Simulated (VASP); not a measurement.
Crystal: Os.

```xyz
2
Lattice="2.6783 0.0000 0.0000 -1.3391 2.3195 0.0000 0.0000 0.0000 4.2315" Properties=species:S:1:pos:R:3 pbc="T T T"
Os    1.3391    0.7732    3.1736
Os    0.0000    1.5463    1.0579
```

Base run:

| Quantity | Value |
| --- | --- |
| Program | VASP 6.6.1 |
| Functional | BLYP |
| Potentials or basis | VASP PAW PBE potentials, release 64 (Os) |
| Cutoff | 520 eV |
| k mesh | 11 × 11 × 6 |
| Occupations | fermi-dirac, width 0.05 eV |
| Spin | no spin polarisation |

Its results: band gap on the k mesh zero (band 8 reaches 13.38 eV, above the bottom of band 9 at 9.07 eV); pressure 64.5 GPa.

Task: The run is repeated on the same cell with these changes: further incar settings from ALGO = Fast; EDIFF = 1e-07; NBANDS = 15 to ALGO = Normal; EDIFF = 1e-06; NBANDS = 15; dispersion from none to D4. What comes out?

Result: Band gap on the k mesh zero (band 8 reaches 13.38 eV, above the bottom of band 9 at 9.07 eV); pressure 47.6 GPa.

Caveats: the PAW data sets were made with another functional, which shifts forces and pressure a little; spin-orbit coupling is left out, which moves the levels of the heavy elements; pairwise dispersion overbinds metals, which lowers pressure and volume (some runs).
